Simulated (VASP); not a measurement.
# TiTe2 (P-3m1) in VASP: notebook

TiTe2 is run at these levels: PBEsol, LDA; tasks: single point.

Everything below comes from runs of VASP 6.6.1. Logs are shortened: lines on timing, memory, paths and dates and some standing lists are left out, and cuts for length are marked.

**1. The cell of the first run**

Symmetry: P-3m1, No. 164, trigonal system. Conventional cell: a = 3.777 Å, b = 3.777 Å, c = 6.498 Å, α = 90.00°, β = 90.00°, γ = 120.00°. Te (site symmetry 3m) has 3 Ti at 2.77 Å within 3.7 Å. Within 3.7 Å of Ti (site symmetry -3m) lie 6 Te at 2.77 Å.

**2. Single point, PBEsol**

INCAR reads:

```
  ALGO = Normal
  EDIFF = 1E-6
  ENCUT = 520
  GGA = PS
  ISIF = 2
  ISMEAR = -1
  LASPH = T
  LCHARG = F
  LREAL = F
  LWAVE = F
  NBANDS = 19
  NELM = 100
  PREC = Accurate
  SIGMA = 0.05
```

KPOINTS reads:

```
k-points
0
Gamma
  8 8 4
```

POSCAR reads:

```
TiTe2
1.0
    3.7770000000      0.0000000000      0.0000000000
   -1.8885000000      3.2709779501      0.0000000000
    0.0000000000      0.0000000000      6.4980000000
Te Ti
2 1
Direct
    0.3333333333      0.6666666667      0.7372000000
    0.6666666667      0.3333333333      0.2628000000
    0.0000000000      0.0000000000      0.0000000000
```

Potentials or basis: VASP PAW PBE potentials, release 64 (Te, Ti_sv).

Launch:

```sh
> cat potpaw_PBE.64/Te/POTCAR potpaw_PBE.64/Ti_sv/POTCAR > POTCAR
> mpirun -np 1 vasp_std > vasp.out
```

OUTCAR:

```text
EDIFF = 1E-6
   ENCUT = 520
   GGA = PS
   ISIF = 2
   ISMEAR = -1
   LASPH = T
   LREAL = F
   NELM = 100
   PREC = Accurate

 ion  position               nearest neighbor table
   1  0.333  0.667  0.737-   3 2.77   3 2.77   3 2.77
   2  0.667  0.333  0.263-   3 2.77   3 2.77   3 2.77
   3  0.000  0.000  0.000-   1 2.77   2 2.77   2 2.77   1 2.77   2 2.77   1 2.77

  LATTYP: Found a hexagonal cell.
 ALAT       =     3.7770000000
 C/A-ratio  =     1.7204130262

  Lattice vectors:

 A1 = (   3.7770000000,   0.0000000000,   0.0000000000)
 A2 = (  -1.8885000000,   3.2709779501,   0.0000000000)
 A3 = (   0.0000000000,   0.0000000000,   6.4980000000)

Analysis of symmetry for initial positions (statically):
=====================================================================
 Subroutine PRICEL returns:
 Original cell was already a primitive cell.

 Routine SETGRP: Setting up the symmetry group for a
 hexagonal supercell.

 Subroutine GETGRP returns: Found 12 space group operations
 (whereof 12 operations were pure point group operations)
 out of a pool of 24 trial point group operations.

The static configuration has the point symmetry D_3d.

Analysis of symmetry for dynamics (positions and initial velocities):
=====================================================================
 Subroutine PRICEL returns:
 Original cell was already a primitive cell.

 Routine SETGRP: Setting up the symmetry group for a
 hexagonal supercell.

 Subroutine GETGRP returns: Found 12 space group operations
 (whereof 12 operations were pure point group operations)
 out of a pool of 24 trial point group operations.

The dynamic configuration has the point symmetry D_3d.

 Subroutine INISYM returns: Found 12 space group operations
 (whereof 12 operations are pure point group operations),
 and found     1 'primitive' translations

----------------------------------------------------------------------------------------

                                     Primitive cell

  volume of cell :      80.2794

  direct lattice vectors                    reciprocal lattice vectors
     3.777000000  0.000000000  0.000000000     0.264760392  0.152859484  0.000000000
    -1.888500000  3.270977950  0.000000000     0.000000000  0.305718967  0.000000000
     0.000000000  0.000000000  6.498000000     0.000000000  0.000000000  0.153893506

  length of vectors
     3.777000000  3.777000000  6.498000000     0.305718967  0.305718967  0.153893506

  position of ions in fractional coordinates (direct lattice)
     0.333333333  0.666666667  0.737200000
     0.666666667  0.333333333  0.262800000
     0.000000000  0.000000000  0.000000000

  ion indices of the primitive-cell ions
   primitive index   ion index
                 1           1
                 2           2
                 3           3

----------------------------------------------------------------------------------------

 KPOINTS: k-points

Automatic generation of k-mesh.
 Grid dimensions read from file:
 generate k-points for:    8    8    4

 Generating k-lattice:

  Cartesian coordinates                     Fractional coordinates (reciprocal lattice)
     0.033095049  0.019107435  0.000000000     0.125000000 -0.000000000  0.000000000
     0.000000000  0.038214871  0.000000000     0.000000000  0.125000000  0.000000000
     0.000000000  0.000000000  0.038473376     0.000000000  0.000000000  0.250000000

  Length of vectors
     0.038214871  0.038214871  0.038473376

  Shift w.r.t. Gamma in fractional coordinates (k-lattice)
     0.000000000  0.000000000  0.000000000

 Subroutine IBZKPT returns following result:
 ===========================================

 Found     35 irreducible k-points:

 Following reciprocal coordinates:
            Coordinates               Weight
  0.000000  0.000000  0.000000      1.000000
  0.125000  0.000000  0.000000      6.000000
  0.250000  0.000000  0.000000      6.000000
  0.375000  0.000000  0.000000      6.000000
  0.500000  0.000000  0.000000      3.000000
  0.125000  0.125000  0.000000      6.000000
[... 16 lines left out ...]
 -0.125000  0.500000  0.250000     12.000000
  0.250000  0.250000  0.250000     12.000000
 [... further k-points ...]
   k-points           NKPTS =     35   k-points in BZ     NKDIM =     35   number of bands    NBANDS=     19
   number of dos      NEDOS =    301   number of ions     NIONS =      3
   total plane-waves  NPLWV =  37632
   dimension x,y,z NGX =    28 NGY =   28 NGZ =   48
   dimension x,y,z NGXF=    56 NGYF=   56 NGZF=   96
   ions per type =               2   1
   NGX,Y,Z   is equivalent  to a cutoff of  12.32, 12.32, 12.28 a.u.
   NGXF,Y,Z  is equivalent  to a cutoff of  24.65, 24.65, 24.56 a.u.
 SYSTEM =  unknown system
   PREC   = accura    normal or accurate (medium, high low for compatibility)
   ISTART =      0    job   : 0-new  1-cont  2-samecut
   ICHARG =      2    charge: 1-file 2-atom 10-const
   ISPIN  =      1    spin polarized calculation?
   LNONCOLLINEAR =      F non collinear calculations
   LSORBIT =      F    spin-orbit coupling
   LASPH  =      T    aspherical Exc in radial PAW
   ENCUT  =  520.0 eV  38.22 Ry    6.18 a.u.   7.02  7.02 12.08*2*pi/ulx,y,z
   NELM   =    100;   NELMIN=  2; NELMDL= -5     # of ELM steps
   EDIFF  = 0.1E-05   stopping-criterion for ELM
   LREAL  =      F    real-space projection
   EDIFFG = 0.1E-04   stopping-criterion for IOM
   NSW    =      0    number of steps for IOM
   IBRION =     -1    ionic relax: 0-MD 1-quasi-New 2-CG
   NFREE  =      0    steps in history (QN), initial steepest desc. (CG)
   ISIF   =      2    stress and relaxation
   ISYM   =      2    0-nonsym 1-usesym 2-fastsym
   POTIM  = 0.5000    time-step for ionic-motion
   TEBEG  =    0.0;   TEEND  =   0.0 temperature during run
   PSTRESS=    0.0 pullay stress
   NELECT =      24.0000    total number of electrons
   NUPDOWN=      -1.0000    fix difference up-down
   EMIN   =  10.00;   EMAX   =-10.00  energy-range for DOS
   EFERMI =   0.00;   METHOD = LEGACY
   ISMEAR =    -1;   SIGMA  =   0.05  broadening in eV -4-tet -1-fermi 0-gaus
   EFERMI_NEDOS =   21; number of points for ismear=-14 and -15
   IALGO  =     38    algorithm
   IMIX   =      4    mixing-type and parameters
     AMIX     =   0.40;   BMIX     =  1.00
     AMIX_MAG =   1.60;   BMIX_MAG =  1.00
  volume/ion in A,a.u.               =      26.76       180.58
  Fermi-wavevector in a.u.,A,eV,Ry     =   1.094655  2.068597 16.303438  1.198269
  Thomas-Fermi vector in A             =   2.230964
   LORBIT       =      0    0 simple, 1 ext, 2 COOP (PROOUT), +10 PAW based schemes
   GGA     = PS    functional components
   LHFCALC =     F    Hartree Fock is set to
   AEXX    =    0.0000 exact exchange contribution
   IVDW    =     0    specifies the selected vdW correction
   LEPSILON=     F    determine dielectric tensor
   LRPA    =     F    only Hartree local field effects (RPA)
 non-spin polarized calculation
  energy-cutoff  :      520.00
  volume of cell :       80.28
 maximum number of plane-waves:      2176
   NGX = 13   NGY = 13   NGZ = 25

 number of electron      23.9999998 magnetization

 Free energy of the ion-electron system (eV)
  ---------------------------------------------------
  ext. energy  EPLUGINS =         0.00000000
  ---------------------------------------------------
  free energy    TOTEN  =       -17.52312002 eV

  energy without entropy =      -17.51138465  energy(sigma->0) =      -17.51725233

 E-fermi :   6.6624     XC(G=0): -10.0048

 val. band max:        6.6503576596   @ k =   0.1250   0.0000   0.2500
 cond. band min:       6.6891718080   @ k =   0.5000   0.0000   0.0000
 fundamental gap:      0.0388141484
 Fermi energy:         6.6623866508

 k-point     1 :       0.0000    0.0000    0.0000
  band No.  band energies     occupation
      1     -50.5594      2.00000
      2     -26.9157      2.00000
      3     -26.9157      2.00000
      4     -26.8817      2.00000
      5      -5.7357      2.00000
      6      -4.2269      2.00000
[... 11 lines left out ...]
     18      11.7251      0.00000
     19      12.5030      0.00000

 k-point     2 :       0.1250    0.0000    0.0000
  band No.  band energies     occupation
      1     -50.5590      2.00000
      2     -26.9220      2.00000
      3     -26.9171      2.00000
      4     -26.8803      2.00000
      5      -5.5637      2.00000
      6      -4.1394      2.00000
[... 11 lines left out ...]
     18      12.6404      0.00000
     19      13.2816      0.00000

 k-point     3 :       0.2500    0.0000    0.0000
  band No.  band energies     occupation
      1     -50.5579      2.00000
      2     -26.9371      2.00000
      3     -26.9206      2.00000
      4     -26.8768      2.00000
      5      -5.0831      2.00000
      6      -3.9214      2.00000
[... 11 lines left out ...]
     18      12.3896      0.00000
     19      13.1721      0.00000

 k-point     4 :       0.3750    0.0000    0.0000
  band No.  band energies     occupation
      1     -50.5568      2.00000
      2     -26.9522      2.00000
      3     -26.9241      2.00000
      4     -26.8733      2.00000
      5      -4.4303      2.00000
      6      -3.7315      2.00000
[... 11 lines left out ...]
     18      12.1456      0.00000
     19      12.3145      0.00000

 k-point     5 :       0.5000    0.0000    0.0000
  band No.  band energies     occupation
      1     -50.5563      2.00000
      2     -26.9584      2.00000
      3     -26.9255      2.00000
      4     -26.8718      2.00000
      5      -3.9706      2.00000
      6      -3.7778      2.00000
[... 11 lines left out ...]
     18      11.9673      0.00000
     19      12.2458      0.00000
[... 334 lines left out ...]
      2     -26.9455      2.00000
      3     -26.9253      2.00000
      4     -26.8743      2.00000
      5      -4.5324      2.00000
      6      -3.9471      2.00000
[... 11 lines left out ...]
     18      12.1363      0.00000
     19      13.2518      0.00000

 k-point    22 :       0.3750    0.1250    0.2500
  band No.  band energies     occupation
      1     -50.5563      2.00000
      2     -26.9550      2.00000
      3     -26.9290      2.00000
      4     -26.8718      2.00000
      5      -4.0604      2.00000
      6      -3.6793      2.00000
[... 11 lines left out ...]
     18      11.7534      0.00000
     19      12.6342      0.00000

 k-point    23 :      -0.1250    0.5000    0.2500
  band No.  band energies     occupation
      1     -50.5563      2.00000
      2     -26.9550      2.00000
      3     -26.9290      2.00000
      4     -26.8718      2.00000
      5      -3.9690      2.00000
      6      -3.7889      2.00000
[... 11 lines left out ...]
     18      11.4608      0.00000
     19      12.9404      0.00000

 k-point    24 :       0.2500    0.2500    0.2500
  band No.  band energies     occupation
      1     -50.5563      2.00000
      2     -26.9502      2.00000
      3     -26.9338      2.00000
      4     -26.8718      2.00000
      5      -4.0588      2.00000
      6      -3.7078      2.00000
[... 11 lines left out ...]
     18      11.8911      0.00000
     19      12.6716      0.00000

 [... further k-points ...]
[... 5 lines left out ...]
  --------------------------------------------------------------------------------------
  -------------------------------------------------------------------------------------
  Total       -1.2212414     -1.2212414     -0.9184913      0.0000000      0.0000000      0.0000000
  in kB      -24.3729328    -24.3729328    -18.3307963      0.0000000      0.0000000      0.0000000
  external PRESSURE =     -22.3588873 kB  Pullay stress =       0.0000000 kB

 VOLUME and BASIS-vectors are now :
 -----------------------------------------------------------------------------
  energy-cutoff  :      520.00
  volume of cell :       80.28
      direct lattice vectors                 reciprocal lattice vectors
     3.777000000  0.000000000  0.000000000     0.264760392  0.152859484  0.000000000
    -1.888500000  3.270977950  0.000000000     0.000000000  0.305718967  0.000000000
     0.000000000  0.000000000  6.498000000     0.000000000  0.000000000  0.153893506

 POSITION                                       TOTAL-FORCE (eV/Angst)
 -----------------------------------------------------------------------------------
     -0.00000      2.18065      4.79033        -0.000000      0.000000      0.109508
      1.88850      1.09033      1.70767         0.000000     -0.000000     -0.109508
      0.00000      0.00000      0.00000         0.000000      0.000000      0.000000
 -----------------------------------------------------------------------------------
    total drift:                                0.000000     -0.000000     -0.000000

  FREE ENERGIE OF THE ION-ELECTRON SYSTEM (eV)
  ---------------------------------------------------
  free  energy   TOTEN  =       -17.5231200157 eV

  energy  without entropy=      -17.5113846511  energy(sigma->0) =      -17.51725233
```

Run time: 2 min. Hardware: 1 thread of AMD EPYC 7R13, shared host; peak memory 0.18 GiB.

What came out:

| Property | Result |
| --- | --- |
| Free energy | -17.5231 eV |
| Pressure | -2.2 GPa |
| Largest force | 0.110 eV/Å |
| Band gap on the k mesh | zero (band 12 reaches 7.07 eV, above the bottom of band 13 at 6.39 eV) |

Forces on the atoms (eV/Å):
```
Te   0.000  0.000  0.110
Te   0.000  0.000 -0.110
Ti   0.000  0.000  0.000
```

Levels at points of the mesh, in eV from the Fermi level:
| k point | band 8 | band 9 | band 10 | band 11 | band 12 | band 13 | band 14 | band 15 | band 16 | band 17 |
| --- | --- | --- | --- | --- | --- | --- | --- | --- | --- | --- |
| (0.00, 0.00, 0.00) | -1.65 | -1.65 | 0.34 | 0.41 | 0.41 | 0.61 | 1.11 | 1.11 | 3.10 | 3.10 |
| (0.50, 0.00, 0.00) | -3.68 | -2.70 | -2.38 | -1.72 | -1.11 | 0.03 | 1.16 | 1.48 | 2.42 | 3.39 |
| (0.00, 0.00, 0.50) | -2.64 | -1.58 | -1.58 | 0.40 | 0.40 | 0.79 | 0.79 | 1.03 | 3.53 | 3.53 |
| (0.50, 0.00, 0.50) | -4.54 | -2.38 | -2.00 | -0.95 | -0.58 | -0.27 | 1.16 | 1.46 | 2.64 | 3.53 |

Caveat: the PAW data sets were made with another functional, which shifts forces and pressure a little; spin-orbit coupling is left out, which moves the levels of the heavy elements; this functional lacks dispersion, which binds the layers, so the pressure and a relaxed spacing across them are unreliable.

**3. Single point, LDA (volume scaled by 0.94)**

INCAR reads:

```
SYSTEM = TiTe2
ALGO = Normal ; EDIFF = 1E-6
ENCUT = 520 ; GGA = CA
ISIF = 2 ; ISMEAR = -1
LASPH = .True. ; LCHARG = .True.
LELF = .True. ; LREAL = .False.
LVHAR = .True. ; LWAVE = .False.
NBANDS = 19 ; NELM = 100
PREC = Accurate ; SIGMA = 0.05
```

KPOINTS reads:

```
k-points
0
Gamma
  8 8 4
  0 0 0
```

POSCAR reads:

```
TiTe2
1.0
    3.6998967326      0.0000000000      0.0000000000
   -1.8499483663      3.2042045618      0.0000000000
    0.0000000000      0.0000000000      6.3653505344
Te Ti
2 1
Direct
    0.3333333333      0.6666666667      0.7372000000
    0.6666666667      0.3333333333      0.2628000000
    0.0000000000      0.0000000000      0.0000000000
```

Potentials or basis: VASP PAW LDA potentials, release 64 (Te, Ti_sv).

Launch:

```sh
> cat potpaw_LDA.64/Te/POTCAR potpaw_LDA.64/Ti_sv/POTCAR > POTCAR
> mpirun -np 1 vasp_std > vasp.out
```

Wall time 55 s (1 thread of Intel Xeon Platinum 8259CL at 2.50GHz (Skylake/Cascade Lake), shared host); peak memory 0.19 GiB.

Results (log left out):

* Free energy: -18.3429 eV
* Pressure: 0.0 GPa
* Largest force: 0.252 eV/Å
* Band gap on the k mesh: zero (band 12 reaches 7.79 eV, above the bottom of band 13 at 7.02 eV)

Forces on the atoms (eV/Å):
```
Te   0.000  0.000 -0.252
Te   0.000  0.000  0.252
Ti   0.000  0.000  0.000
```

Stress tensor (GPa, compression positive):
```
-0.19  0.00  0.00
 0.00 -0.19  0.00
 0.00  0.00  0.46
```

Levels at points of the mesh, in eV from the Fermi level:
```
           k point  band 10  band 11  band 12  band 13  band 14  band 15
(0.00, 0.00, 0.00)     0.31     0.41     0.41     0.76     1.28     1.28
(0.50, 0.00, 0.00)    -2.52    -1.80    -1.12     0.02     1.25     1.60
(0.00, 0.00, 0.50)    -1.66     0.40     0.40     0.92     0.92     1.16
(0.50, 0.00, 0.50)    -2.10    -0.89    -0.53    -0.35     1.24     1.58
```

Caveat: spin-orbit coupling is left out, which moves the levels of the heavy elements.

(Continued in part 2 of 3.)
